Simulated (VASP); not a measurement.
Au:

```xyz
2
Lattice="0.0000 2.7470 2.7470 2.7470 0.0000 2.7470 2.7470 2.7470 0.0000" Properties=species:S:1:pos:R:3 pbc="T T T"
Au    2.7470    2.7470    2.7470
Au    4.1205    4.1205    4.1205
```

This isn't the form of Au at room conditions, which is fcc.

- Program: VASP 6.6.1
- Task: relaxation of cell and atoms
- Functional: PBE
- Potentials or basis: VASP PAW PBE potentials, release 64 (Au)
- Cutoff: 600 eV
- k mesh: 6 × 6 × 6
- Occupations: gaussian, width 0.1 eV
- Spin: no spin polarisation

At the start: pressure 48.1 GPa; volume 20.73 Å³/atom.

Task: Where does the relaxation end?

Result: Over 5 steps the energy falls by 884.5 meV/atom and the volume is 29.35 Å³/atom (+41.6 %); space group Fd-3m (No. 227, to 0.1 Å) before and after.

Step by step:
```
step  energy change (eV)  largest force (eV/Å)  pressure (GPa)  volume (Å³)
   1              0.0000                0.0000           48.09        41.46
   2             -0.6639                0.0000           -6.74        91.13
   3             -1.7635                0.0000           -1.18        60.17
   4             -1.7676                0.0000           -0.62        59.45
   5             -1.7690                0.0000            0.02        58.70
```

Final structure:
```
CELL_PARAMETERS angstrom
0.00000 3.08457 3.08457
3.08457 0.00000 3.08457
3.08457 3.08457 0.00000
ATOMIC_POSITIONS crystal
Au 0.50000 0.50000 0.50000
Au 0.75000 0.75000 0.75000
```

Caveat: the volume moved by over 15 % at a fixed basis, so the end points are rough.
